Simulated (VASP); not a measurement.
Wanted: the native input for a VASP 6.6.1 run.

```
Task                   : single point
Functional             : PBEsol
Potentials or basis    : VASP PAW PBE potentials, release 64 (Sr_sv)
Cutoff                 : 520 eV
k mesh                 : 8 × 8 × 8
Occupations            : fermi-dirac, width 0.05 eV
Spin                   : no spin polarisation
Dipole correction      : no
Further INCAR settings : ALGO = Normal; EDIFF = 1e-06; NBANDS = 11
```

The structure of Sr lies in POSCAR:

```
Sr
1.0
    0.0000000000      2.3935645975      2.3935645975
    2.3935645975      0.0000000000      2.3935645975
    2.3935645975      2.3935645975      0.0000000000
Sr
1
Direct
    0.0000000000      0.0000000000      0.0000000000
```

One way to write it, as run:

INCAR

```
ALGO = Normal
EDIFF = 1E-6
ENCUT = 520
GGA = PS
ISIF = 2
ISMEAR = -1
LASPH = T
LCHARG = F
LREAL = F
LWAVE = F
NBANDS = 11
NELM = 100
PREC = Accurate
SIGMA = 0.05
```

KPOINTS

```
k-points
0
Gamma
  8 8 8
```

Potentials or basis: VASP PAW PBE potentials, release 64 (Sr_sv).

Run with:

```bash
$ cat potpaw_PBE.64/Sr_sv/POTCAR > POTCAR
$ mpirun -np 1 vasp_std > vasp.out
```

It gave:

```
Pressure               : 20.2 GPa
Band gap on the k mesh : zero (band 5 reaches 4.56 eV, above the bottom of band 6 at 3.81 eV)
```

Caveat: the PAW data sets were made with another functional, which shifts forces and pressure a little.

Wall time 5.1 s on 1 thread of Intel(R) Xeon(R) 6975P-C (Granite Rapids), with other jobs on the host, peak memory 0.15 GiB.
